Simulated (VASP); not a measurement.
# Hf2H3: single point with PBE

Crystal: Hf2H3.

```
Hf H
1.0
     3.57531    0.00000    0.00000
     0.00000    4.39831    0.00000
     0.00000    0.00000    5.30226
Hf H
2 3
Direct
  0.50000 0.50000 0.50000
  0.50000 0.00000 0.50000
  0.00000 0.00000 0.50000
  0.50000 0.00000 0.00000
  0.00000 0.00000 0.00000
```

The cell was built from a structure type or drawn by symmetry, and may not be a known phase.

```yaml
Program: VASP 6.6.1
Task: single point
Functional: PBE
Potentials_or_basis: VASP PAW PBE potentials, release 64 (Hf_pv, H)
Cutoff: 520 eV
k_mesh: 6 × 4 × 4
Occupations: gaussian, width 0.1 eV
Spin: no spin polarisation
Dipole_correction: no
Further_INCAR_settings: ALGO = Normal; EDIFF = 1e-06; NBANDS = 20
```

```
Pressure               : 18.5 GPa
Band gap on the k mesh : zero (an odd number of electrons rules out a gap without spin polarisation)
```

Stress tensor (GPa, compression positive):
```
 -0.73   0.00   0.00
  0.00  68.51   0.00
  0.00   0.00 -12.17
```

Levels at points of the mesh, in eV from the Fermi level:
```csv
k point,band 9,band 10,band 11,band 12,band 13,band 14,band 15,band 16
"(0.00, 0.00, 0.00)",-2.64,-2.63,-1.65,-0.59,1.00,1.53,1.63,2.84
"(0.50, 0.00, 0.00)",-3.34,-2.45,-2.40,-1.19,-1.02,1.65,3.06,3.29
"(0.00, 0.50, 0.00)",-2.73,0.19,0.22,0.58,2.03,2.39,2.41,2.63
"(0.50, 0.50, 0.00)",-1.19,-0.95,0.24,0.56,0.61,0.93,1.30,2.30
"(0.00, 0.00, 0.50)",-2.75,-2.73,-1.65,-1.09,0.24,1.38,2.92,3.09
"(0.50, 0.00, 0.50)",-3.12,-2.81,-2.61,-2.48,-0.36,0.64,3.06,3.52
"(0.00, 0.50, 0.50)",-2.35,-0.47,0.69,1.17,1.22,2.05,2.41,2.55
"(0.50, 0.50, 0.50)",-2.55,-0.80,0.16,0.77,1.27,1.27,1.69,2.30
```

Wall time 29 s on 1 thread of Intel(R) Xeon(R) 6975P-C (Granite Rapids), on a shared host, peak memory 0.21 GiB.

Caveat: the cell stands under pressure; spin-orbit coupling is left out, which moves the levels of the heavy elements.
